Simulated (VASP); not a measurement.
# Pd (Fm-3m) in VASP: a series of runs

Pd is run at these levels: LDA; tasks: single point, relaxation of volume and atoms at fixed shape.

All numbers are computed with VASP 6.6.1; they aren't measurements. Logs are shortened: lines on timing, memory, paths and dates and some standing lists are left out, and cuts for length are marked.

## Step 1: The cell of the first run

Symmetry: Fm-3m, No. 225, cubic system. Conventional cell: a = 3.839 Å, b = 3.839 Å, c = 3.839 Å, α = 90.00°, β = 90.00°, γ = 90.00°. Pd (site symmetry m-3m) has 12 Pd at 2.71 Å within 3.6 Å.

## Step 2: Single point, LDA

INCAR

```
SYSTEM = Pd
PREC = Accurate
ENCUT = 520
EDIFF = 1E-6
ISMEAR = 0
SIGMA = 0.1
LREAL = .False.
LASPH = .True.
NELM = 100
ALGO = Normal
ISIF = 2
LWAVE = .False.
LCHARG = .False.
NBANDS = 11
```

KPOINTS

```
regular mesh
0
Gamma
  10 10 10
  0 0 0
```

POSCAR

```
Pd
1.0
    0.0000000000      1.9192569067      1.9192569067
    1.9192569067      0.0000000000      1.9192569067
    1.9192569067      1.9192569067      0.0000000000
Pd
1
Direct
    0.0000000000      0.0000000000      0.0000000000
```

Potentials or basis: VASP PAW LDA potentials, release 64 (Pd).

Command:

```bash
> cat potpaw_LDA.64/Pd/POTCAR > POTCAR
> mpirun -np 1 vasp_std > vasp.out
```

OUTCAR:

```text
SYSTEM = Pd
   PREC = Accurate
   ENCUT = 520
   EDIFF = 1E-6
   ISMEAR = 0
   LREAL = .False.
   LASPH = .True.
   NELM = 100
   ISIF = 2

 ion  position               nearest neighbor table
   1  0.000  0.000  0.000-

  LATTYP: Found a face centered cubic cell.
 ALAT       =     3.8385138134

  Lattice vectors:

 A1 = (   0.0000000000,   1.9192569067,   1.9192569067)
 A2 = (   1.9192569067,   0.0000000000,   1.9192569067)
 A3 = (   1.9192569067,   1.9192569067,   0.0000000000)

Analysis of symmetry for initial positions (statically):
=====================================================================
 Subroutine PRICEL returns:
 Original cell was already a primitive cell.

 Routine SETGRP: Setting up the symmetry group for a
 face centered cubic supercell.

 Subroutine GETGRP returns: Found 48 space group operations
 (whereof 48 operations were pure point group operations)
 out of a pool of 48 trial point group operations.

The static configuration has the point symmetry O_h .

Analysis of symmetry for dynamics (positions and initial velocities):
=====================================================================
 Subroutine PRICEL returns:
 Original cell was already a primitive cell.

 Routine SETGRP: Setting up the symmetry group for a
 face centered cubic supercell.

 Subroutine GETGRP returns: Found 48 space group operations
 (whereof 48 operations were pure point group operations)
 out of a pool of 48 trial point group operations.

The dynamic configuration has the point symmetry O_h .

 Subroutine INISYM returns: Found 48 space group operations
 (whereof 48 operations are pure point group operations),
 and found     1 'primitive' translations

----------------------------------------------------------------------------------------

                                     Primitive cell

  volume of cell :      14.1393

  direct lattice vectors                    reciprocal lattice vectors
     0.000000000  1.919256907  1.919256907    -0.260517494  0.260517494  0.260517494
     1.919256907  0.000000000  1.919256907     0.260517494 -0.260517494  0.260517494
     1.919256907  1.919256907  0.000000000     0.260517494  0.260517494 -0.260517494

  length of vectors
     2.714239147  2.714239147  2.714239147     0.451229536  0.451229536  0.451229536

  position of ions in fractional coordinates (direct lattice)
     0.000000000  0.000000000  0.000000000

  ion indices of the primitive-cell ions
   primitive index   ion index
                 1           1

----------------------------------------------------------------------------------------

 KPOINTS: regular mesh

Automatic generation of k-mesh.
 Grid dimensions read from file:
 generate k-points for:   10   10   10

 Generating k-lattice:

  Cartesian coordinates                     Fractional coordinates (reciprocal lattice)
    -0.026051749  0.026051749  0.026051749     0.100000000  0.000000000  0.000000000
     0.026051749 -0.026051749  0.026051749     0.000000000  0.100000000  0.000000000
     0.026051749  0.026051749 -0.026051749     0.000000000  0.000000000  0.100000000

  Length of vectors
     0.045122954  0.045122954  0.045122954

  Shift w.r.t. Gamma in fractional coordinates (k-lattice)
     0.000000000  0.000000000  0.000000000

 Subroutine IBZKPT returns following result:
 ===========================================

 Found     47 irreducible k-points:

 Following reciprocal coordinates:
            Coordinates               Weight
  0.000000  0.000000  0.000000      1.000000
  0.100000  0.000000  0.000000      8.000000
  0.200000  0.000000  0.000000      8.000000
  0.300000  0.000000  0.000000      8.000000
  0.400000  0.000000  0.000000      8.000000
  0.500000  0.000000  0.000000      4.000000
[... 16 lines left out ...]
  0.300000  0.300000  0.000000      6.000000
  0.400000  0.300000  0.000000     24.000000
 [... further k-points ...]
   k-points           NKPTS =     47   k-points in BZ     NKDIM =     47   number of bands    NBANDS=     11
   number of dos      NEDOS =    301   number of ions     NIONS =      1
   total plane-waves  NPLWV =   8000
   dimension x,y,z NGX =    20 NGY =   20 NGZ =   20
   dimension x,y,z NGXF=    40 NGYF=   40 NGZF=   40
   ions per type =               1
   NGX,Y,Z   is equivalent  to a cutoff of  12.25, 12.25, 12.25 a.u.
   NGXF,Y,Z  is equivalent  to a cutoff of  24.50, 24.50, 24.50 a.u.
 SYSTEM =  Pd
   PREC   = accura    normal or accurate (medium, high low for compatibility)
   ISTART =      0    job   : 0-new  1-cont  2-samecut
   ICHARG =      2    charge: 1-file 2-atom 10-const
   ISPIN  =      1    spin polarized calculation?
   LNONCOLLINEAR =      F non collinear calculations
   LSORBIT =      F    spin-orbit coupling
   LASPH  =      T    aspherical Exc in radial PAW
   ENCUT  =  520.0 eV  38.22 Ry    6.18 a.u.   5.05  5.05  5.05*2*pi/ulx,y,z
   NELM   =    100;   NELMIN=  2; NELMDL= -5     # of ELM steps
   EDIFF  = 0.1E-05   stopping-criterion for ELM
   LREAL  =      F    real-space projection
   EDIFFG = 0.1E-04   stopping-criterion for IOM
   NSW    =      0    number of steps for IOM
   IBRION =     -1    ionic relax: 0-MD 1-quasi-New 2-CG
   NFREE  =      0    steps in history (QN), initial steepest desc. (CG)
   ISIF   =      2    stress and relaxation
   ISYM   =      2    0-nonsym 1-usesym 2-fastsym
   POTIM  = 0.5000    time-step for ionic-motion
   TEBEG  =    0.0;   TEEND  =   0.0 temperature during run
   PSTRESS=    0.0 pullay stress
   NELECT =      10.0000    total number of electrons
   NUPDOWN=      -1.0000    fix difference up-down
   EMIN   =  10.00;   EMAX   =-10.00  energy-range for DOS
   EFERMI =   0.00;   METHOD = LEGACY
   ISMEAR =     0;   SIGMA  =   0.10  broadening in eV -4-tet -1-fermi 0-gaus
   EFERMI_NEDOS =   21; number of points for ismear=-14 and -15
   IALGO  =     38    algorithm
   IMIX   =      4    mixing-type and parameters
     AMIX     =   0.40;   BMIX     =  1.00
     AMIX_MAG =   1.60;   BMIX_MAG =  1.00
  volume/ion in A,a.u.               =      14.14        95.42
  Fermi-wavevector in a.u.,A,eV,Ry     =   1.458585  2.756326 28.945986  2.127470
  Thomas-Fermi vector in A             =   2.575252
   LORBIT       =      0    0 simple, 1 ext, 2 COOP (PROOUT), +10 PAW based schemes
   GGA     = CA    functional components
   LHFCALC =     F    Hartree Fock is set to
   AEXX    =    0.0000 exact exchange contribution
   IVDW    =     0    specifies the selected vdW correction
   LEPSILON=     F    determine dielectric tensor
   LRPA    =     F    only Hartree local field effects (RPA)
 non-spin polarized calculation
 Gauss-broadening in eV      SIGMA  =   0.10
  energy-cutoff  :      520.00
  volume of cell :       14.14
 maximum number of plane-waves:       392
   NGX =  9   NGY =  9   NGZ =  9

 number of electron      10.0000005 magnetization

 Free energy of the ion-electron system (eV)
  ---------------------------------------------------
  ext. energy  EPLUGINS =         0.00000000
  ---------------------------------------------------
  free energy    TOTEN  =        -6.51270050 eV

  energy without entropy =       -6.50486674  energy(sigma->0) =       -6.50878362

 E-fermi :  10.3627     XC(G=0): -13.7755

 val. band max:       10.3504956321   @ k =   0.5000   0.1000   0.0000
 cond. band min:      10.3983119201   @ k =   0.5000   0.2000   0.0000
 fundamental gap:      0.0478162880
 Fermi energy:        10.3626507396

 k-point     1 :       0.0000    0.0000    0.0000
  band No.  band energies     occupation
      1       2.7630      2.00000
      2       7.2731      2.00000
      3       7.2731      2.00000
      4       7.2731      2.00000
      5       9.0354      2.00000
      6       9.0354      2.00000
      7      27.4723      0.00000
      8      32.4348      0.00000
      9      32.4348      0.00000
     10      32.4348      0.00000
     11      35.9830      0.00000

 k-point     2 :       0.1000    0.0000    0.0000
  band No.  band energies     occupation
      1       3.1338      2.00000
      2       7.1437      2.00000
      3       7.4001      2.00000
      4       7.4001      2.00000
      5       8.9780      2.00000
      6       8.9780      2.00000
      7      27.8703      0.00000
      8      30.4838      0.00000
      9      32.8916      0.00000
     10      32.8916      0.00000
     11      36.0145      0.00000

 k-point     3 :       0.2000    0.0000    0.0000
  band No.  band energies     occupation
      1       4.0624      2.00000
      2       7.0142      2.00000
      3       7.5956      2.00000
      4       7.5956      2.00000
      5       9.0092      2.00000
      6       9.0092      2.00000
      7      26.8913      0.00000
      8      28.7914      0.00000
      9      34.0076      0.00000
     10      34.0076      0.00000
     11      36.0204      0.00000

 k-point     4 :       0.3000    0.0000    0.0000
  band No.  band energies     occupation
      1       4.7229      2.00000
      2       7.5146      2.00000
      3       7.5146      2.00000
      4       7.8155      2.00000
      5       9.4684      2.00000
      6       9.4684      2.00000
      7      23.3222      0.00000
      8      28.2055      0.00000
      9      34.0907      0.00000
     10      34.0907      0.00000
     11      35.9874      0.00000

 k-point     5 :       0.4000    0.0000    0.0000
  band No.  band energies     occupation
      1       4.7109      2.00000
      2       7.3151      2.00000
      3       7.3151      2.00000
      4       9.8121      2.00000
      5      10.0668      1.99997
      6      10.0668      1.99997
      7      19.8006      0.00000
      8      27.2398      0.00000
      9      32.4000      0.00000
     10      32.4000      0.00000
     11      36.0001      0.00000

 k-point     6 :       0.5000    0.0000    0.0000
  band No.  band energies     occupation
      1       4.6420      2.00000
      2       7.2276      2.00000
      3       7.2276      2.00000
      4      10.3329      1.32554
      5      10.3329      1.32554
      6      11.1826      0.00000
      7      17.9402      0.00000
      8      26.8557      0.00000
      9      31.6650      0.00000
     10      31.6650      0.00000
     11      36.0050      0.00000

 k-point     7 :       0.1000    0.1000    0.0000
  band No.  band energies     occupation
      1       3.2581      2.00000
      2       6.9928      2.00000
      3       7.5080      2.00000
      4       7.5080      2.00000
      5       8.7481      2.00000
      6       9.1477      2.00000
      7      28.0616      0.00000
      8      31.0940      0.00000
      9      32.1505      0.00000
     10      32.1505      0.00000
     11      36.0130      0.00000

 k-point     8 :       0.2000    0.1000    0.0000
  band No.  band energies     occupation
      1       4.0244      2.00000
      2       6.7247      2.00000
      3       7.7236      2.00000
      4       7.7642      2.00000
      5       8.6217      2.00000
      6       9.2771      2.00000
      7      28.1318      0.00000
      8      29.0833      0.00000
      9      31.9052      0.00000
     10      32.9921      0.00000
     11      35.9762      0.00000
[... 141 lines left out ...]
 k-point    19 :       0.5000    0.2000    0.0000
  band No.  band energies     occupation
      1       5.3557      2.00000
      2       6.5830      2.00000
      3       7.7317      2.00000
      4       8.1489      2.00000
      5      10.3983      0.61403
      6      13.7818      0.00000
      7      19.0479      0.00000
      8      26.4353      0.00000
      9      28.6888      0.00000
     10      30.0879      0.00000
     11      36.0319      0.00000

 k-point    20 :      -0.4000    0.2000    0.0000
  band No.  band energies     occupation
      1       5.5024      2.00000
      2       6.6335      2.00000
      3       7.8831      2.00000
      4       8.0349      2.00000
      5       9.9918      2.00000
      6      14.6047      0.00000
      7      18.3828      0.00000
      8      25.4828      0.00000
      9      29.5244      0.00000
     10      30.1384      0.00000
     11      36.0315      0.00000

 k-point    21 :      -0.3000    0.2000    0.0000
  band No.  band energies     occupation
      1       5.7634      2.00000
      2       6.8262      2.00000
      3       7.3331      2.00000
      4       8.0858      2.00000
      5       9.2150      2.00000
      6      12.6934      0.00000
      7      21.6422      0.00000
      8      25.1926      0.00000
      9      29.8449      0.00000
     10      32.5897      0.00000
     11      36.0102      0.00000

 k-point    22 :      -0.2000    0.2000    0.0000
  band No.  band energies     occupation
      1       5.6442      2.00000
      2       6.5059      2.00000
      3       7.3676      2.00000
      4       8.2788      2.00000
      5       8.4328      2.00000
      6      11.0133      0.00000
      7      24.9547      0.00000
      8      25.9629      0.00000
      9      31.0855      0.00000
     10      33.6553      0.00000
     11      35.2325      0.00000

 k-point    23 :       0.3000    0.3000    0.0000
  band No.  band energies     occupation
      1       5.1590      2.00000
      2       5.5755      2.00000
      3       9.0699      2.00000
      4       9.1818      2.00000
      5       9.1818      2.00000
      6       9.8442      2.00000
      7      27.2190      0.00000
      8      27.2190      0.00000
      9      27.7465      0.00000
     10      31.1320      0.00000
     11      32.9310      0.00000

 k-point    24 :       0.4000    0.3000    0.0000
  band No.  band energies     occupation
      1       5.1435      2.00000
      2       5.4253      2.00000
      3       8.7618      2.00000
      4       9.3178      2.00000
      5      10.2626      1.84287
      6      11.3729      0.00000
      7      24.2449      0.00000
      8      25.9888      0.00000
      9      26.1715      0.00000
     10      31.6698      0.00000
     11      33.9825      0.00000

 [... further k-points ...]
[... 5 lines left out ...]
  --------------------------------------------------------------------------------------
  -------------------------------------------------------------------------------------
  Total        0.0245272      0.0245272      0.0245272      0.0000000      0.0000000      0.0000000
  in kB        2.7792596      2.7792596      2.7792596      0.0000000      0.0000000      0.0000000
  external PRESSURE =       2.7792596 kB  Pullay stress =       0.0000000 kB

 VOLUME and BASIS-vectors are now :
 -----------------------------------------------------------------------------
  energy-cutoff  :      520.00
  volume of cell :       14.14
      direct lattice vectors                 reciprocal lattice vectors
     0.000000000  1.919256907  1.919256907    -0.260517494  0.260517494  0.260517494
     1.919256907  0.000000000  1.919256907     0.260517494 -0.260517494  0.260517494
     1.919256907  1.919256907  0.000000000     0.260517494  0.260517494 -0.260517494

 POSITION                                       TOTAL-FORCE (eV/Angst)
 -----------------------------------------------------------------------------------
      0.00000      0.00000      0.00000        -0.000000     -0.000000      0.000000
 -----------------------------------------------------------------------------------
    total drift:                                0.000000      0.000000      0.000000

  FREE ENERGIE OF THE ION-ELECTRON SYSTEM (eV)
  ---------------------------------------------------
  free  energy   TOTEN  =        -6.5127005041 eV

  energy  without entropy=       -6.5048667435  energy(sigma->0) =       -6.50878362
```

Run time: 7.8 s. Hardware: 1 thread of Intel Xeon 8259CL, shared host; peak memory 0.12 GiB.

What came out:

```yaml
Free_energy: -6.5127 eV
Pressure: 0.3 GPa
Band_gap_on_the_k_mesh: zero (band 5 reaches 10.67 eV, above the bottom of band 6 at 8.98 eV)
```

Levels at points of the mesh, in eV from the Fermi level:
| k point | band 1 | band 2 | band 3 | band 4 | band 5 | band 6 | band 7 | band 8 | band 9 | band 10 |
| --- | --- | --- | --- | --- | --- | --- | --- | --- | --- | --- |
| (0.00, 0.00, 0.00) | -7.60 | -3.09 | -3.09 | -3.09 | -1.33 | -1.33 | 17.11 | 22.07 | 22.07 | 22.07 |
| (0.50, 0.00, 0.00) | -5.72 | -3.14 | -3.14 | -0.03 | -0.03 | 0.82 | 7.58 | 16.49 | 21.30 | 21.30 |
| (0.50, 0.50, 0.00) | -5.82 | -5.53 | -0.05 | 0.31 | 0.31 | 3.22 | 11.14 | 13.27 | 13.27 | 22.12 |

## Step 3: Relaxation of volume and atoms at fixed shape, LDA

This run uses another cell than the first one, of 14.75 Å³/atom, 1.043 times its volume.

INCAR

```
SYSTEM = Pd
PREC = Accurate ; ENCUT = 600
EDIFF = 1E-6 ; ISMEAR = 0
SIGMA = 0.1 ; LREAL = .FALSE.
LASPH = .TRUE. ; NELM = 80
ALGO = Normal ; ISIF = 8
LWAVE = .FALSE. ; LCHARG = .FALSE.
GGA = CA ; IBRION = 2
NSW = 80 ; EDIFFG = -0.02
```

KPOINTS

```
regular mesh
0
G
  10 10 10
  0 0 0
```

POSCAR

```
Pd
1.0
    0.0000000000      1.9465000000      1.9465000000
    1.9465000000      0.0000000000      1.9465000000
    1.9465000000      1.9465000000      0.0000000000
Pd
1
Direct
    0.0000000000      0.0000000000      0.0000000000
```

Potentials or basis: VASP PAW LDA potentials, release 64 (Pd).

Command:

```bash
> cat potpaw_LDA.64/Pd/POTCAR > POTCAR
> mpirun -np 1 vasp_std > vasp.out
```

Wall time 16 s (1 thread of Intel Xeon 8259CL, shared host); peak memory 0.14 GiB.

The run converged. Its results:

```yaml
Free_energy: -6.5131 eV
Relaxed_volume: 14.17 Å³/atom
Relaxed_cell: a = 2.716 Å, b = 2.716 Å, c = 2.716 Å, α = 60.00°, β = 60.00°, γ = 60.00°
Space_group_after_relaxing_to_0.05_Å: Fm-3m (No. 225)
Energy_gained_by_relaxing: 16.3 meV/atom
Ionic_steps: 3
Pressure_after_relaxing: -0.2 GPa
Band_gap_on_the_k_mesh: zero (band 5 reaches 10.63 eV, above the bottom of band 6 at 8.94 eV)
```

Step by step:
```csv
step,energy change (eV),largest force (eV/Å),pressure (GPa),volume (Å³)
1,0.0000,0.0000,-8.41,14.75
2,0.0423,0.0000,20.34,13.16
3,-0.0163,0.0000,-0.21,14.17
```

Final structure:
```yaml
crystal:
  lattice:
    - [0.00000, 1.92057, 1.92057]
    - [1.92057, 0.00000, 1.92057]
    - [1.92057, 1.92057, 0.00000]
  atoms:
    - { symbol: Pd, position: [0.00000, 0.00000, 0.00000] }
```

Levels at points of the mesh, in eV from the Fermi level:
| k point | band 2 | band 3 | band 4 | band 5 | band 6 | band 7 | band 8 | band 9 |
| --- | --- | --- | --- | --- | --- | --- | --- | --- |
| (0.00, 0.00, 0.00) | -3.08 | -3.08 | -3.08 | -1.32 | -1.32 | 17.11 | 22.06 | 22.06 |
| (0.50, 0.00, 0.00) | -3.12 | -3.12 | -0.03 | -0.03 | 0.83 | 7.56 | 16.49 | 21.28 |
| (0.50, 0.50, 0.00) | -5.51 | -0.05 | 0.31 | 0.31 | 3.22 | 11.12 | 13.26 | 13.26 |
